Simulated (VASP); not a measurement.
Input of a VASP 6.6.1 run:

File INCAR:

```
PREC     = Accurate       # precision mode
ENCUT    = 520            # plane-wave cutoff, eV
EDIFF    = 1E-8           # SCF threshold, eV
ISMEAR   = -1             # smearing method
SIGMA    = 0.05           # smearing width, eV
LREAL    = False          # projectors in reciprocal space
LASPH    = True           # aspherical terms in the spheres
NELM     = 60             # most SCF steps
ALGO     = Normal         # electronic algorithm
ISIF     = 2              # what is computed and relaxed
LWAVE    = False          # write WAVECAR
LCHARG   = False          # write CHGCAR
GGA      = CA             # functional
LEFG     = True         
NBANDS   = 9              # bands
```

KPOINTS

```
Automatic mesh
0
Gamma
  12 12 7
```

File POSCAR:

```
Mg
1.0
    3.2722144052      0.0000000000      0.0000000000
   -1.6361072025      2.8338208015      0.0000000000
    0.0000000000      0.0000000000      5.3125192770
Mg
2
Direct
    0.3333333333      0.6666666667      0.2500000000
    0.6666666667      0.3333333333      0.7500000000
```

Potentials or basis: VASP PAW LDA potentials, release 64 (Mg).

Run with:

```bash
$ cat potpaw_LDA.64/Mg/POTCAR > POTCAR
$ mpirun -np 1 vasp_std > vasp.out
```

Question: What does it give for the band gap on the k mesh?

Answer: Zero (band 2 reaches 3.11 eV, above the bottom of band 3 at 0.83 eV).

Question: What does it give for the pressure?

Answer: -4.3 GPa.

Stress tensor (GPa, compression positive):
```
-4.02  0.00  0.00
 0.00 -4.02  0.00
 0.00  0.00 -4.85
```

Caveat: without QUAD_EFG the Cq values of the log hold for a quadrupole moment of 1 mb, not for the nuclei.
